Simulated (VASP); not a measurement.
WC (Qusongite), 2 atoms in the cell. It takes space group P-6m2 (No. 187, hexagonal). Conventional cell: a = 2.847 Å, b = 2.847 Å, c = 2.779 Å, α = 90.00°, β = 90.00°, γ = 120.00°. W (site symmetry -6m2) has 6 C at 2.15 Å and 2 W at 2.78 Å within 2.8 Å. Within 2.8 Å of C (site symmetry -6m2) lie 6 W at 2.15 Å and 2 C at 2.78 Å. 

| Property | Result |
| --- | --- |
| Program | VASP 6.6.1 |
| Task | single point |
| Functional | revPBE |
| Potentials or basis | VASP PAW PBE potentials, release 64 (W_sv, C) |
| Cutoff | 520 eV |
| k mesh | 10 × 10 × 9 |
| Occupations | fermi-dirac, width 0.05 eV |
| Spin | no spin polarisation |
| Dipole correction | no |
| Further INCAR settings | ALGO = Normal; EDIFF = 1e-06; NBANDS = 16 |

Potentials or basis: VASP PAW PBE potentials, release 64 (W_sv, C).

Launch:

```console
$ cat potpaw_PBE.64/W_sv/POTCAR potpaw_PBE.64/C/POTCAR > POTCAR
$ mpirun -np 1 vasp_std > vasp.out
```

Hardware: 1 thread of Intel(R) Xeon(R) Platinum 8259CL CPU @ 2.50GHz (Skylake/Cascade Lake), on a shared host.

Question: Estimate the wall time of this run.

Answer: Run time: 13 s on 1 thread of Intel(R) Xeon(R) Platinum 8259CL CPU @ 2.50GHz (Skylake/Cascade Lake) (shared host), peak memory 0.15 GiB. Counts: scf iterations 13, k points 70.
